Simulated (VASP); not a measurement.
Set up this calculation in VASP 6.6.1, as the native input.

- Task: single point
- Functional: LDA
- Potentials or basis: VASP PAW LDA potentials, release 64 (Ru_pv, Ir)
- Cutoff: 520 eV
- k mesh: 24 × 24 × 12
- Occupations: gaussian, width 0.15 eV
- Spin: no spin polarisation
- Dipole correction: no
- Further INCAR settings: ALGO = Fast; EDIFF = 1e-06; NBANDS = 18

The structure of IrRu lies in POSCAR:

```
IrRu
1.0
    2.8017092224      0.0000000000      0.0000000000
   -1.4008546112      2.4263513606      0.0000000000
    0.0000000000      0.0000000000      4.0965326000
Ru Ir
1 1
Direct
    0.6666666667      0.3333333333      0.0000000000
    0.0000000000      0.0000000000      0.5000000000
```

This cell differs from its parent crystal: ratio of the length along z to the lengths across it x 0.92, volume and fractional coordinates fixed.

The input as run:

INCAR

```
  ALGO = Fast
  EDIFF = 1E-6
  ENCUT = 520
  GGA = CA
  ISIF = 2
  ISMEAR = 0
  LASPH = True
  LCHARG = False
  LREAL = False
  LWAVE = False
  NBANDS = 18
  NELM = 80
  PREC = Accurate
  SIGMA = 0.15
```

KPOINTS

```
k-points
0
Gamma
  24 24 12
```

Potentials or basis: VASP PAW LDA potentials, release 64 (Ru_pv, Ir).

Launch:

```bash
$ cat potpaw_LDA.64/Ru_pv/POTCAR potpaw_LDA.64/Ir/POTCAR > POTCAR
$ mpirun -np 1 vasp_std > vasp.out
```

Results of the run:

```yaml
Pressure: -6.3 GPa
Band_gap_on_the_k_mesh: zero (an odd number of electrons rules out a gap without spin polarisation)
```

Caveat: the cell stands under tension; spin-orbit coupling is left out, which moves the levels of the heavy elements.

It took 2 min on 1 thread of AMD EPYC 9R45 96-Core Processor (Zen 5) (shared host), peak memory 0.29 GiB.
